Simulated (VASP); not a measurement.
## BeTe: single point with PBE

BeTe:

```xyz
2
Lattice="0.0000 2.7700 2.7700 2.7700 0.0000 2.7700 2.7700 2.7700 0.0000" Properties=species:S:1:pos:R:3 pbc="T T T"
Be    0.0000    0.0000    0.0000
Te    4.1550    4.1550    4.1550
```

```json
{
 "Program": "VASP 6.6.1",
 "Task": "single point",
 "Functional": "PBE",
 "Potentials or basis": "VASP PAW PBE potentials, release 64 (Be, Te)",
 "Cutoff": "600 eV",
 "k mesh": "7 × 7 × 7",
 "Occupations": "gaussian, width 0.01 eV",
 "Spin": "no spin polarisation",
 "Dipole correction": "no",
 "Further INCAR settings": "ALGO = Normal; EDIFF = 1e-06; NBANDS = 11"
}
```

- Pressure: 4.5 GPa
- Band gap on the k mesh: 1.91 eV (least direct gap 3.56 eV)

Levels at points of the mesh, in eV from the valence-band top:
```
           k point  band 2  band 3  band 4  band 5  band 6  band 7
(0.00, 0.00, 0.00)    0.00    0.00    0.00    3.56    3.56    3.56
```

Run time: 14 s on 1 thread of Intel(R) Xeon(R) 6975P-C (Granite Rapids), with other jobs on the host, peak memory 0.17 GiB.

Caveat: the cell stands under pressure; spin-orbit coupling is left out, which moves the levels of the heavy elements; an odd mesh through Γ misses points on the zone boundary, where band edges can lie. A hybrid or GW would open this gap; PBE tends to underestimate it.
